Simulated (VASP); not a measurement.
Wanted: the native input for a VASP 6.6.1 run.

| Quantity | Value |
| --- | --- |
| Task | single point |
| Functional | PBE |
| Potentials or basis | VASP PAW PBE potentials, release 64 (Mg) |
| Cutoff | 520 eV |
| k mesh | 16 × 16 × 10 |
| Occupations | gaussian, width 0.05 eV |
| Spin | no spin polarisation |
| Dipole correction | no |
| Further INCAR settings | ALGO = Normal; EDIFF = 1e-06; NBANDS = 9 |

The structure of Mg lies in POSCAR:

```
Mg
1.0
    3.1097825212      0.0000000000      0.0000000000
   -1.5548912606      2.6931506636      0.0000000000
    0.0000000000      0.0000000000      5.0417552196
Mg
2
Direct
    0.3333333333      0.6666666667      0.2500000000
    0.6666666667      0.3333333333      0.7500000000
```

This cell differs from its parent crystal: volume scaled by 0.920.

These files were run (other wordings do the same):

INCAR

```
ALGO = Normal ; EDIFF = 1E-6
ENCUT = 520 ; GGA = PE
ISIF = 2 ; ISMEAR = 0
LASPH = True ; LCHARG = False
LREAL = False ; LWAVE = False
NBANDS = 9 ; NELM = 100
PREC = Accurate ; SIGMA = 0.05
```

KPOINTS

```
k-points
0
Gamma
  16 16 10
```

Potentials or basis: VASP PAW PBE potentials, release 64 (Mg).

Command:

```console
$ cat potpaw_PBE.64/Mg/POTCAR > POTCAR
$ mpirun -np 1 vasp_std > vasp.out
```

Results of the run:

```json
{"Pressure": "3.5 GPa", "Band gap on the k mesh": "zero (band 2 reaches 4.10 eV, above the bottom of band 3 at 1.86 eV)"}
```

Wall time 21 s on 1 thread of Intel(R) Xeon(R) Platinum 8375C CPU @ 2.90GHz (Ice Lake), with other jobs on the host, peak memory 0.2 GiB.
